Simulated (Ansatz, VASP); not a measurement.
Two plane-wave programs on Cs2AgBiBr6

```
Cs Ag Bi Br
1.0
     0.00000    5.49820    5.49820
     5.49820    0.00000    5.49820
     5.49820    5.49820    0.00000
Cs Ag Bi Br
2 1 1 6
Direct
  0.25000 0.25000 0.25000
  0.75000 0.75000 0.75000
  0.50000 0.50000 0.50000
  0.00000 0.00000 0.00000
  0.25546 0.74454 0.25546
  0.25546 0.74454 0.74454
  0.74454 0.25546 0.74454
  0.74454 0.25546 0.25546
  0.25546 0.25546 0.74454
  0.74454 0.74454 0.25546
```

Alike in both runs: functional LDA; k mesh 4 × 4 × 4; occupations gaussian, width 0.02 eV; no spin polarisation.

Ansatz relaxed the structure, and its values are those at the end. VASP's run is a single point on that final structure, the one shown.

|  | VASP | Ansatz |
| --- | --- | --- |
| version | VASP 6.6.1 | Ansatz 0.2.0 |
| potentials or method | VASP PAW LDA potentials, release 64 (Cs_sv, Ag, Bi_d, Br), cutoff 520 eV | scalar-relativistic, plane waves, PAW |
| valence electrons in the cell | 86 | 94 |

|  | VASP | Ansatz | Ansatz less VASP |
| --- | --- | --- | --- |
| gap on the k mesh at the Fermi level (eV) | 0.95 | 0.94 | -0.009 |
| least direct gap on the mesh (eV) | 2.29 | 2.28 | -0.007 |
| pressure (GPa) | 0.1 | 0.0 | -0.07 |
| rms of the force components (eV/Å) | 0.003 | 0.000 | -0.0032 |

LDA's correlation is that of Perdew and Zunger in VASP and of Perdew and Wang (1992) in Ansatz. VASP's potentials hold 86 valence electrons a cell and Ansatz's 94, so a difference there can come from the potentials and not from the codes.

Neither program's run includes spin-orbit coupling.
